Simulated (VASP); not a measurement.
# NbP (I4_1md) in VASP: a series of runs

NbP is run at these levels: LDA; tasks: single point.

Program: VASP 6.6.1. These are calculated values, not measurements. Logs are shortened: lines on timing, memory, paths and dates and some standing lists are left out, and cuts for length are marked.

## 1. The cell of the first run

The structure is tetragonal, space group I4_1md (No. 109). Conventional cell: a = 3.281 Å, b = 3.281 Å, c = 11.246 Å, α = 90.00°, β = 90.00°, γ = 90.00°. Nb (site symmetry 2mm) has 6 P at 2.49 to 2.50 Å and 8 Nb at 3.26 to 3.28 Å within 3.3 Å. Within 3.3 Å of P (site symmetry 2mm) lie 6 Nb at 2.49 to 2.50 Å and 8 P at 3.26 to 3.28 Å.

## 2. Single point, LDA

Contents of INCAR:

```
PREC = Accurate
ENCUT = 520
EDIFF = 1E-7
ISMEAR = -1
SIGMA = 0.05
LREAL = F
LASPH = T
NELM = 60
ALGO = Normal
ISIF = 2
LWAVE = F
LCHARG = F
GGA = CA
NBANDS = 26
```

Contents of KPOINTS:

```
regular mesh
0
Gamma
  11 11 11
```

Contents of POSCAR:

```
NbP
1.0
   -1.6407315532      1.6407315532      5.6229302316
    1.6407315532     -1.6407315532      5.6229302316
    1.6407315532      1.6407315532     -5.6229302316
Nb P
2 2
Direct
    0.2498808000      0.7498808000      0.5000000000
    0.4998808000      0.4998808000      0.0000000000
    0.8327477700      0.3327477700      0.5000000000
    0.0827477700      0.0827477700      0.0000000000
```

Potentials or basis: VASP PAW LDA potentials, release 64 (Nb_sv, P).

On the command line:

```bash
$ cat potpaw_LDA.64/Nb_sv/POTCAR potpaw_LDA.64/P/POTCAR > POTCAR
$ mpirun -np 1 vasp_std > vasp.out
```

OUTCAR:

```text
PREC = Accurate
   ENCUT = 520
   EDIFF = 1E-7
   ISMEAR = -1
   LREAL = F
   LASPH = T
   NELM = 60
   ISIF = 2
   GGA = CA

 ion  position               nearest neighbor table
   1  0.250  0.750  0.500-   4 2.49   4 2.49   3 2.50   3 2.50   3 2.50   3 2.50
   2  0.500  0.500  0.000-   3 2.49   3 2.49   4 2.50   4 2.50   4 2.50   4 2.50
   3  0.833  0.333  0.500-   2 2.49   2 2.49   1 2.50   1 2.50   1 2.50   1 2.50
   4  0.083  0.083  0.000-   1 2.49   1 2.49   2 2.50   2 2.50   2 2.50   2 2.50

  LATTYP: Found a body centered tetragonal cell.
 ALAT       =     3.2814631064
 C/A-ratio  =     3.4270872774

  Lattice vectors:

 A1 = (  -1.6407315532,   1.6407315532,   5.6229302316)
 A2 = (   1.6407315532,  -1.6407315532,   5.6229302316)
 A3 = (   1.6407315532,   1.6407315532,  -5.6229302316)

Analysis of symmetry for initial positions (statically):
=====================================================================
 Subroutine PRICEL returns:
 Original cell was already a primitive cell.

 Routine SETGRP: Setting up the symmetry group for a
 body centered tetragonal supercell.

 Subroutine GETGRP returns: Found  8 space group operations
 (whereof  4 operations were pure point group operations)
 out of a pool of 16 trial point group operations.

The static configuration has the point symmetry C_2v.
 The point group associated with its full space group is C_4v.

Analysis of symmetry for dynamics (positions and initial velocities):
=====================================================================
 Subroutine PRICEL returns:
 Original cell was already a primitive cell.

 Routine SETGRP: Setting up the symmetry group for a
 body centered tetragonal supercell.

 Subroutine GETGRP returns: Found  8 space group operations
 (whereof  4 operations were pure point group operations)
 out of a pool of 16 trial point group operations.

The dynamic configuration has the point symmetry C_2v.
 The point group associated with its full space group is C_4v.

 Subroutine INISYM returns: Found  8 space group operations
 (whereof  4 operations are pure point group operations),
 and found     1 'primitive' translations

----------------------------------------------------------------------------------------

                                     Primitive cell

  volume of cell :      60.5477

  direct lattice vectors                    reciprocal lattice vectors
    -1.640731553  1.640731553  5.622930232     0.000000000  0.304742113  0.088921608
[... 84 lines left out ...]
   ISPIN  =      1    spin polarized calculation?
   LNONCOLLINEAR =      F non collinear calculations
   LSORBIT =      F    spin-orbit coupling
   LASPH  =      T    aspherical Exc in radial PAW
   ENCUT  =  520.0 eV  38.22 Ry    6.18 a.u.  11.31 11.31 11.31*2*pi/ulx,y,z
   NELM   =     60;   NELMIN=  2; NELMDL= -5     # of ELM steps
   EDIFF  = 0.1E-06   stopping-criterion for ELM
   LREAL  =      F    real-space projection
   EDIFFG = 0.1E-05   stopping-criterion for IOM
   NSW    =      0    number of steps for IOM
   IBRION =     -1    ionic relax: 0-MD 1-quasi-New 2-CG
   NFREE  =      0    steps in history (QN), initial steepest desc. (CG)
   ISIF   =      2    stress and relaxation
   ISYM   =      2    0-nonsym 1-usesym 2-fastsym
   POTIM  = 0.5000    time-step for ionic-motion
   TEBEG  =    0.0;   TEEND  =   0.0 temperature during run
   PSTRESS=    0.0 pullay stress
   NELECT =      36.0000    total number of electrons
   NUPDOWN=      -1.0000    fix difference up-down
   EMIN   =  10.00;   EMAX   =-10.00  energy-range for DOS
   EFERMI =   0.00;   METHOD = LEGACY
   ISMEAR =    -1;   SIGMA  =   0.05  broadening in eV -4-tet -1-fermi 0-gaus
   EFERMI_NEDOS =   21; number of points for ismear=-14 and -15
   IALGO  =     38    algorithm
   IMIX   =      4    mixing-type and parameters
     AMIX     =   0.40;   BMIX     =  1.00
     AMIX_MAG =   1.60;   BMIX_MAG =  1.00
  volume/ion in A,a.u.               =      15.14       102.15
  Fermi-wavevector in a.u.,A,eV,Ry     =   1.376606  2.601409 25.783651  1.895045
  Thomas-Fermi vector in A             =   2.501836
   LORBIT       =      0    0 simple, 1 ext, 2 COOP (PROOUT), +10 PAW based schemes
   GGA     = CA    functional components
   LHFCALC =     F    Hartree Fock is set to
   AEXX    =    0.0000 exact exchange contribution
   IVDW    =     0    specifies the selected vdW correction
   LEPSILON=     F    determine dielectric tensor
   LRPA    =     F    only Hartree local field effects (RPA)
 non-spin polarized calculation
  energy-cutoff  :      520.00
  volume of cell :       60.55
 maximum number of plane-waves:      1648
 NGX is ok and might be reduce to    48
   NGX = 23   NGY = 23   NGZ = 23

 number of electron      36.0000000 magnetization

 Free energy of the ion-electron system (eV)
  ---------------------------------------------------
  ext. energy  EPLUGINS =         0.00000000
  ---------------------------------------------------
  free energy    TOTEN  =       -39.02642088 eV

  energy without entropy =      -39.02093004  energy(sigma->0) =      -39.02367546

 E-fermi :  11.2538     XC(G=0): -12.4512

 val. band max:       11.2131654841   @ k =  -0.0909   0.4545   0.0909
 cond. band min:      11.2717226356   @ k =  -0.0909   0.4545   0.0909
 fundamental gap:      0.0585571516
 Fermi energy:        11.2537705292

 k-point     1 :       0.0000    0.0000    0.0000
  band No.  band energies     occupation
      1     -43.1921      2.00000
      2     -43.1411      2.00000
      3     -19.7244      2.00000
      4     -19.4412      2.00000
      5     -19.4412      2.00000
      6     -19.2779      2.00000
[... 685 lines left out ...]
     25      15.8157      0.00000
     26      17.0886      0.00000

 [... further k-points ...]
[... 5 lines left out ...]
  --------------------------------------------------------------------------------------
  -------------------------------------------------------------------------------------
  Total        1.2358161      1.2358161      0.5696932      0.0000000      0.0000000      0.0000000
  in kB       32.7014245     32.7014245     15.0748799      0.0000000      0.0000000      0.0000000
  external PRESSURE =      26.8259096 kB  Pullay stress =       0.0000000 kB

 VOLUME and BASIS-vectors are now :
 -----------------------------------------------------------------------------
  energy-cutoff  :      520.00
  volume of cell :       60.55
      direct lattice vectors                 reciprocal lattice vectors
    -1.640731553  1.640731553  5.622930232     0.000000000  0.304742113  0.088921608
     1.640731553 -1.640731553  5.622930232     0.304742113  0.000000000  0.088921608
     1.640731553  1.640731553 -5.622930232     0.304742113  0.304742113  0.000000000

 POSITION                                       TOTAL-FORCE (eV/Angst)
 -----------------------------------------------------------------------------------
      1.64073      0.00000      2.81012         0.000000      0.000000      0.038638
      0.00000      0.00000      5.62159        -0.000000     -0.000000      0.038638
      0.00000      1.64073      3.74203         0.000000      0.000000     -0.038638
      0.00000      0.00000      0.93057         0.000000      0.000000     -0.038638
 -----------------------------------------------------------------------------------
    total drift:                               -0.000000     -0.000000     -0.000026

  FREE ENERGIE OF THE ION-ELECTRON SYSTEM (eV)
  ---------------------------------------------------
  free  energy   TOTEN  =       -39.0264208831 eV

  energy  without entropy=      -39.0209300428  energy(sigma->0) =      -39.02367546
```

OSZICAR:

```text
N       E                     dE             d eps       ncg     rms          rms(c)
DAV:   1     0.375554000860E+03    0.37555E+03   -0.18747E+04  6552   0.139E+03
DAV:   2    -0.920294706281E+01   -0.38476E+03   -0.37284E+03  8276   0.556E+02
DAV:   3    -0.395000002863E+02   -0.30297E+02   -0.29864E+02 12376   0.121E+02
DAV:   4    -0.411294529980E+02   -0.16295E+01   -0.16212E+01 10336   0.215E+01
DAV:   5    -0.412178057069E+02   -0.88353E-01   -0.88293E-01 11792   0.543E+00    0.140E+01
DAV:   6    -0.390431092363E+02    0.21747E+01   -0.73720E+00 10352   0.202E+01    0.537E+00
DAV:   7    -0.390363526265E+02    0.67566E-02   -0.60574E-01 11208   0.445E+00    0.327E+00
DAV:   8    -0.390265144918E+02    0.98381E-02   -0.79068E-02 10112   0.172E+00    0.455E-01
DAV:   9    -0.390263431030E+02    0.17139E-03   -0.69562E-03 11640   0.560E-01    0.297E-01
DAV:  10    -0.390264362504E+02   -0.93147E-04   -0.18097E-03  8744   0.399E-01    0.683E-02
DAV:  11    -0.390264217114E+02    0.14539E-04   -0.13710E-04 10512   0.111E-01    0.186E-02
DAV:  12    -0.390264209049E+02    0.80649E-06   -0.64301E-06 10800   0.257E-02    0.517E-03
DAV:  13    -0.390264208831E+02    0.21803E-07   -0.37906E-07  9030   0.521E-03
   1 F= -.39026421E+02 E0= -.39023675E+02  d E =-.549084E-02
```

Wall time 7.7 min (1 thread of Intel Xeon Platinum 8488C (Sapphire Rapids), shared host); peak memory 0.36 GiB.

Results:

| Quantity | Value |
| --- | --- |
| Free energy | -39.0264 eV |
| Pressure | 2.7 GPa |
| Largest force | 0.039 eV/Å |
| Band gap on the k mesh | zero (bands 18 and 19 overlap by 0.02 eV) |

Forces in eV/Å, atoms in the order of the input:
```
Nb   0.000  0.000  0.039
Nb   0.000  0.000  0.039
P    0.000  0.000 -0.039
P    0.000  0.000 -0.039
```

Stress tensor (GPa, compression positive):
```
3.27 0.00 0.00
0.00 3.27 0.00
0.00 0.00 1.51
```

Levels at points of the mesh, in eV from the Fermi level:
| k point | band 14 | band 15 | band 16 | band 17 | band 18 | band 19 | band 20 | band 21 | band 22 | band 23 |
| --- | --- | --- | --- | --- | --- | --- | --- | --- | --- | --- |
| (0.00, 0.00, 0.00) | -2.28 | -2.28 | -1.86 | -1.35 | -1.35 | 0.89 | 1.74 | 2.85 | 3.42 | 3.42 |

## 3. Single point, LDA

This run uses another cell than the first one, of 15.46 Å³/atom.

Contents of INCAR:

```
PREC = Accurate ; ENCUT = 520
EDIFF = 1E-6 ; ISMEAR = -1
SIGMA = 0.05 ; LREAL = F
LASPH = T ; NELM = 100
ALGO = Normal ; ISIF = 2
LWAVE = F ; LCHARG = F
NBANDS = 26
```

KPOINTS is that of step 2.

Contents of POSCAR:

```
NbP
1.0
   -1.6522863814      1.6522863814      5.6625296365
    1.6522863814     -1.6522863814      5.6625296365
    1.6522863814      1.6522863814     -5.6625296365
Nb P
2 2
Direct
    0.2498808000      0.7498808000      0.5000000000
    0.4998808000      0.4998808000      0.0000000000
    0.8327477700      0.3327477700      0.5000000000
    0.0827477700      0.0827477700      0.0000000000
```

Potentials or basis: VASP PAW LDA potentials, release 64 (Nb_sv, P).

On the command line:

```bash
$ cat potpaw_LDA.64/Nb_sv/POTCAR potpaw_LDA.64/P/POTCAR > POTCAR
$ mpirun -np 1 vasp_std > vasp.out
```

OUTCAR:

```text
PREC = Accurate
   ENCUT = 520
   EDIFF = 1E-6
   ISMEAR = -1
   LREAL = F
   LASPH = T
   NELM = 100
   ISIF = 2

 ion  position               nearest neighbor table
   1  0.250  0.750  0.500-   4 2.51   4 2.51   3 2.52   3 2.52   3 2.52   3 2.52
   2  0.500  0.500  0.000-   3 2.51   3 2.51   4 2.52   4 2.52   4 2.52   4 2.52
   3  0.833  0.333  0.500-   2 2.51   2 2.51   1 2.52   1 2.52   1 2.52   1 2.52
   4  0.083  0.083  0.000-   1 2.51   1 2.51   2 2.52   2 2.52   2 2.52   2 2.52

  LATTYP: Found a body centered tetragonal cell.
 ALAT       =     3.3045727628
[... 890 lines left out ...]

 [... further k-points ...]
[... 5 lines left out ...]
  --------------------------------------------------------------------------------------
  -------------------------------------------------------------------------------------
  Total       -0.5700847     -0.5700847     -0.9706311      0.0000000      0.0000000      0.0000000
  in kB      -14.7709649    -14.7709649    -25.1491698      0.0000000      0.0000000      0.0000000
  external PRESSURE =     -18.2303665 kB  Pullay stress =       0.0000000 kB

 VOLUME and BASIS-vectors are now :
 -----------------------------------------------------------------------------
  energy-cutoff  :      520.00
  volume of cell :       61.84
      direct lattice vectors                 reciprocal lattice vectors
    -1.652286381  1.652286381  5.662529637     0.000000000  0.302610979  0.088299759
     1.652286381 -1.652286381  5.662529637     0.302610979  0.000000000  0.088299759
     1.652286381  1.652286381 -5.662529637     0.302610979  0.302610979  0.000000000

 POSITION                                       TOTAL-FORCE (eV/Angst)
 -----------------------------------------------------------------------------------
      1.65229     -0.00000      2.82991         0.000000     -0.000000      0.030157
      0.00000      0.00000      5.66118        -0.000000      0.000000      0.030157
     -0.00000      1.65229      3.76839        -0.000000     -0.000000     -0.030157
      0.00000      0.00000      0.93712        -0.000000     -0.000000     -0.030157
 -----------------------------------------------------------------------------------
    total drift:                                0.000000      0.000000      0.000032

  FREE ENERGIE OF THE ION-ELECTRON SYSTEM (eV)
  ---------------------------------------------------
  free  energy   TOTEN  =       -39.0302444009 eV

  energy  without entropy=      -39.0246838756  energy(sigma->0) =      -39.02746414
```

OSZICAR:

```text
N       E                     dE             d eps       ncg     rms          rms(c)
DAV:   1     0.375719271665E+03    0.37572E+03   -0.18756E+04  6552   0.139E+03
DAV:   2    -0.923437303427E+01   -0.38495E+03   -0.37291E+03  8172   0.555E+02
DAV:   3    -0.395488508635E+02   -0.30314E+02   -0.29849E+02 12400   0.119E+02
DAV:   4    -0.411995197860E+02   -0.16507E+01   -0.16415E+01 10272   0.217E+01
DAV:   5    -0.412893789005E+02   -0.89859E-01   -0.89791E-01 11912   0.550E+00    0.135E+01
DAV:   6    -0.390510343849E+02    0.22383E+01   -0.76450E+00 10368   0.205E+01    0.514E+00
DAV:   7    -0.390416262943E+02    0.94081E-02   -0.61034E-01 11008   0.451E+00    0.318E+00
DAV:   8    -0.390303369586E+02    0.11289E-01   -0.80585E-02  9874   0.173E+00    0.455E-01
DAV:   9    -0.390301662519E+02    0.17071E-03   -0.71003E-03 11440   0.555E-01    0.291E-01
DAV:  10    -0.390302586742E+02   -0.92422E-04   -0.18316E-03  8952   0.395E-01    0.611E-02
DAV:  11    -0.390302452034E+02    0.13471E-04   -0.12895E-04 10408   0.107E-01    0.176E-02
DAV:  12    -0.390302444009E+02    0.80250E-06   -0.77449E-06  9608   0.277E-02
   1 F= -.39030244E+02 E0= -.39027464E+02  d E =-.556053E-02
```

It took 6.4 min on 1 thread of Intel Xeon Platinum 8488C (Sapphire Rapids), shared host; peak memory 0.36 GiB.

Results:

| Quantity | Value |
| --- | --- |
| Free energy | -39.0302 eV |
| Pressure | -1.8 GPa |
| Largest force | 0.030 eV/Å |
| Band gap on the k mesh | zero (bands 18 and 19 overlap by 0.01 eV) |

Forces on the atoms (eV/Å):
```
Nb   0.000  0.000  0.030
Nb   0.000  0.000  0.030
P    0.000  0.000 -0.030
P    0.000  0.000 -0.030
```

Levels at points of the mesh, in eV from the Fermi level:
```csv
k point,band 14,band 15,band 16,band 17,band 18,band 19,band 20,band 21,band 22,band 23
"(0.00, 0.00, 0.00)",-2.26,-2.24,-1.81,-1.35,-1.35,0.87,1.69,2.78,3.32,3.32
```

## 4. Single point, LDA

This run uses another cell than the first one, of 15.78 Å³/atom.

Contents of INCAR:

```
SYSTEM = NbP
  ALGO = Normal
  EDIFF = 1E-6
  ENCUT = 520
  ISIF = 2
  ISMEAR = -1
  LASPH = .True.
  LCHARG = .False.
  LREAL = .False.
  LWAVE = .False.
  NBANDS = 26
  NELM = 80
  PREC = Accurate
  SIGMA = 0.05
```

Contents of KPOINTS:

```
k-points
0
Gamma
  11 11 11
  0 0 0
```

Contents of POSCAR:

```
NbP
1.0
   -1.6636818200      1.6636818200      5.7015827992
    1.6636818200     -1.6636818200      5.7015827992
    1.6636818200      1.6636818200     -5.7015827992
Nb P
2 2
Direct
    0.2498808000      0.7498808000      0.5000000000
    0.4998808000      0.4998808000      0.0000000000
    0.8327477700      0.3327477700      0.5000000000
    0.0827477700      0.0827477700      0.0000000000
```

Potentials or basis: VASP PAW LDA potentials, release 64 (Nb_sv, P).

On the command line:

```bash
$ cat potpaw_LDA.64/Nb_sv/POTCAR potpaw_LDA.64/P/POTCAR > POTCAR
$ mpirun -np 1 vasp_std > vasp.out
```

OUTCAR:

```text
SYSTEM = NbP
   EDIFF = 1E-6
   ENCUT = 520
   ISIF = 2
   ISMEAR = -1
   LASPH = .True.
   LREAL = .False.
   NELM = 80
   PREC = Accurate

 ion  position               nearest neighbor table
   1  0.250  0.750  0.500-   4 2.53   4 2.53   3 2.54   3 2.54   3 2.54   3 2.54
   2  0.500  0.500  0.000-   3 2.53   3 2.53   4 2.54   4 2.54   4 2.54   4 2.54
   3  0.833  0.333  0.500-   2 2.53   2 2.53   1 2.54   1 2.54   1 2.54   1 2.54
   4  0.083  0.083  0.000-   1 2.53   1 2.53   2 2.54   2 2.54   2 2.54   2 2.54

  LATTYP: Found a body centered tetragonal cell.
 ALAT       =     3.3273636400
 C/A-ratio  =     3.4270872775
[... 896 lines left out ...]
  --------------------------------------------------------------------------------------
  -------------------------------------------------------------------------------------
  Total       -2.2565858     -2.2565858     -2.4090226      0.0000000      0.0000000      0.0000000
  in kB      -57.2751813    -57.2751813    -61.1442317      0.0000000      0.0000000      0.0000000
  external PRESSURE =     -58.5648648 kB  Pullay stress =       0.0000000 kB

 VOLUME and BASIS-vectors are now :
 -----------------------------------------------------------------------------
  energy-cutoff  :      520.00
  volume of cell :       63.12
      direct lattice vectors                 reciprocal lattice vectors
    -1.663681820  1.663681820  5.701582799     0.000000000  0.300538236  0.087694947
     1.663681820 -1.663681820  5.701582799     0.300538236  0.000000000  0.087694947
     1.663681820  1.663681820 -5.701582799     0.300538236  0.300538236  0.000000000

 POSITION                                       TOTAL-FORCE (eV/Angst)
 -----------------------------------------------------------------------------------
      1.66368      0.00000      2.84943        -0.000000     -0.000000      0.022315
      0.00000      0.00000      5.70022         0.000000      0.000000      0.022315
     -0.00000      1.66368      3.79438        -0.000000      0.000000     -0.022315
      0.00000      0.00000      0.94359         0.000000     -0.000000     -0.022315
 -----------------------------------------------------------------------------------
    total drift:                                0.000000      0.000000      0.000195

  FREE ENERGIE OF THE ION-ELECTRON SYSTEM (eV)
  ---------------------------------------------------
  free  energy   TOTEN  =       -38.9997337142 eV

  energy  without entropy=      -38.9940939400  energy(sigma->0) =      -38.99691383
```

stdout:

```text
POSCAR found type information on POSCAR NbP
 POSCAR found :  2 types and       4 ions
 scaLAPACK will be used
 LDA part: xc-table for (Slater(with rela. corr.)+CA(PZ))
 , standard interpolation
 POSCAR, INCAR and KPOINTS ok, starting setup
 FFT: planning ... GRIDC
 FFT: planning ... GRID_SOFT
 FFT: planning ... GRID
 WAVECAR not read
 entering main loop
```

It took 7.4 min on 1 thread of Intel Xeon Platinum 8488C (Sapphire Rapids), shared host; peak memory 0.37 GiB.

What came out:

* Free energy: -38.9997 eV
* Pressure: -5.9 GPa
* Largest force: 0.022 eV/Å
* Band gap on the k mesh: zero (filled and empty bands overlap)

Forces on the atoms (eV/Å):
```
Nb   0.000  0.000  0.022
Nb   0.000  0.000  0.022
P    0.000  0.000 -0.022
P    0.000  0.000 -0.022
```

Caveat: the cell stands under tension.

[end of part 1 of 2]

The gap in the log of VASP goes by the Fermi energy; the results here count the filled bands.